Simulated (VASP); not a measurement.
Set up this calculation in VASP 6.6.1, as the native input.

```yaml
Task: single point
Functional: PBEsol
Potentials_or_basis: VASP PAW PBE potentials, release 64 (Mg, Rh_pv)
Cutoff: 520 eV
k_mesh: 5 × 5 × 5
Occupations: fermi-dirac, width 0.05 eV
Spin: no spin polarisation
Dipole_correction: no
Further_INCAR_settings: ALGO = Normal; EDIFF = 1e-06; NBANDS = 16
```

The structure of MgRh lies in POSCAR:

```
MgRh
1.0
    3.0992000000      0.0000000000      0.0000000000
    0.0000000000      3.0992000000      0.0000000000
    0.0000000000      0.0000000000      3.0992000000
Mg Rh
1 1
Direct
    0.0000000000      0.0000000000      0.0000000000
    0.5000000000      0.5150000000      0.5000000000
```

The input as run:

INCAR

```
ALGO = Normal ; EDIFF = 1E-6
ENCUT = 520 ; GGA = PS
ISIF = 2 ; ISMEAR = -1
LASPH = True ; LCHARG = False
LREAL = False ; LWAVE = False
NBANDS = 16 ; NELM = 80
PREC = Accurate ; SIGMA = 0.05
```

KPOINTS

```
k-points
0
Gamma
  5 5 5
```

Potentials or basis: VASP PAW PBE potentials, release 64 (Mg, Rh_pv).

Command:

```console
$ cat potpaw_PBE.64/Mg/POTCAR potpaw_PBE.64/Rh_pv/POTCAR > POTCAR
$ mpirun -np 1 vasp_std > vasp.out
```

Results of the run:

* Pressure: -0.6 GPa
* Largest force: 0.273 eV/Å

Caveat: the k points lie up to 0.41 Å⁻¹ apart; the PAW data sets were made with another functional, which shifts forces and pressure a little.

Wall time 5.1 s on 1 thread of AMD EPYC 9R45 96-Core Processor (Zen 5), with other jobs on the host, peak memory 0.11 GiB.
